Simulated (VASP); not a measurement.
Here is a VASP 6.6.1 calculation.

Contents of INCAR:

```
PREC = Accurate
ENCUT = 520
EDIFF = 1E-6
ISMEAR = -1
SIGMA = 0.1
LREAL = F
LASPH = T
NELM = 100
ALGO = Normal
ISIF = 2
LWAVE = F
LCHARG = T
GGA = CA
LELF = T
LVHAR = T
NBANDS = 11
```

The input KPOINTS:

```
regular mesh
0
Gamma
  5 5 5
```

File POSCAR:

```
Ca
1.0
    3.3265134849      0.0000000000      0.0000000000
    0.0000000000      3.3265134849      0.0000000000
    0.0000000000      0.0000000000      3.3265134849
Ca
1
Direct
    0.0000000000      0.0000000000      0.0000000000
```

Potentials or basis: VASP PAW LDA potentials, release 64 (Ca_sv).

Launch:

```bash
$ cat potpaw_LDA.64/Ca_sv/POTCAR > POTCAR
$ mpirun -np 1 vasp_std > vasp.out
```

Predict the pressure.

0.3 GPa.

Caveat: the k points lie up to 0.38 Å⁻¹ apart.
